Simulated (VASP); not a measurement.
Write the native input for VASP 6.6.1 that does the following.

```yaml
Task: single point
Functional: PBE
Potentials_or_basis: VASP PAW PBE potentials, release 64 (Te, Mo_sv)
Cutoff: 520 eV
k_mesh: 12 × 12 × 2
Occupations: gaussian, width 0.05 eV
Spin: no spin polarisation
Dipole_correction: no
Further_INCAR_settings: ALGO = Normal; EDIFF = 1e-06; NBANDS = 35
```

The structure of Te2Mo lies in POSCAR:

```
Te2Mo
1.0
    3.5570664331      0.0000000000      0.0000000000
   -1.7785332165      3.0805098940      0.0000000000
    0.0000000000      0.0000000000     15.2047186580
Te Mo
4 2
Direct
    0.2846400958      0.5692801916      0.6310943552
    0.6666666667      0.3333333333      0.1310943552
    0.3333333333      0.6666666667      0.8689056448
    0.6666666667      0.3333333333      0.3689056448
    0.3333333333      0.6666666667      0.2500000000
    0.6666666667      0.3333333333      0.7500000000
```

This cell differs from its parent crystal: atom 1 (Te) moved by (-0.300, +0.000) A along y and z.

These files were run (other wordings do the same):

INCAR

```
SYSTEM = Te2Mo
ALGO = Normal
EDIFF = 1E-6
ENCUT = 520
GGA = PE
ISIF = 2
ISMEAR = 0
LASPH = .True.
LCHARG = .False.
LREAL = .False.
LWAVE = .False.
NBANDS = 35
NELM = 100
PREC = Accurate
SIGMA = 0.05
```

KPOINTS

```
k-points
0
Gamma
  12 12 2
  0 0 0
```

Potentials or basis: VASP PAW PBE potentials, release 64 (Te, Mo_sv).

The run is started by

```bash
$ cat potpaw_PBE.64/Te/POTCAR potpaw_PBE.64/Mo_sv/POTCAR > POTCAR
$ mpirun -np 1 vasp_std > vasp.out
```

Results of the run:

* Pressure: 0.5 GPa
* Largest force: 1.729 eV/Å
* Band gap on the k mesh: 0.96 eV, indirect (least direct gap 1.01 eV)

Caveat: the cell differs from its parent crystal (atom 1 (Te) moved by (-0.300, +0.000) A along y and z); spin-orbit coupling is left out, which moves the levels of the heavy elements; this functional lacks dispersion, which binds the layers, so the pressure and a relaxed spacing across them are unreliable; forces of over 1 eV/Å act on the atoms, so gaps and moduli don't describe the material at rest.

Wall time 4.5 min on 1 thread of Intel(R) Xeon(R) 6975P-C (Granite Rapids), with other jobs on the host, peak memory 0.56 GiB.
